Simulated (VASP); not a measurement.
A run of VASP 6.6.1:

Contents of INCAR:

```
ALGO     = Normal         # electronic algorithm
EDIFF    = 1E-7           # SCF threshold, eV
ENCUT    = 520            # plane-wave cutoff, eV
ISIF     = 2              # what is computed and relaxed
ISMEAR   = -1             # smearing method
LASPH    = True           # aspherical terms in the spheres
LCHARG   = False          # write CHGCAR
LREAL    = False          # projectors in reciprocal space
LWAVE    = False          # write WAVECAR
NBANDS   = 24             # bands
NELM     = 60             # most SCF steps
PREC     = Accurate       # precision mode
SIGMA    = 0.05           # smearing width, eV
```

Contents of KPOINTS:

```
k-points
0
Gamma
  8 8 6
```

File POSCAR:

```
HfMoC2
1.0
    3.1700034083      0.0000000000      0.0000000000
    0.0000000000      3.1700034083      0.0000000000
    0.0000000000      0.0000000000      4.4550613212
Hf Mo C
1 1 2
Direct
    0.0000000000      0.0000000000      0.0000000000
    0.5000000000      0.5000000000      0.5000000000
    0.5000000000      0.5000000000      0.0000000000
    0.0000000000      0.0000000000      0.5000000000
```

Potentials or basis: VASP PAW LDA potentials, release 64 (Hf_pv, Mo_sv, C).

Command:

```sh
$ cat potpaw_LDA.64/Hf_pv/POTCAR potpaw_LDA.64/Mo_sv/POTCAR potpaw_LDA.64/C/POTCAR > POTCAR
$ mpirun -np 1 vasp_std > vasp.out
```

Hardware: 1 thread of AMD EPYC 7R43 64-Core Processor (Zen 3) (shared host).

Q: How long does it take, and how much memory?

A: Wall time 87 s on 1 thread of AMD EPYC 7R43 64-Core Processor (Zen 3), on a shared host, peak memory 0.15 GiB. Counts: scf iterations 15, k points 60.
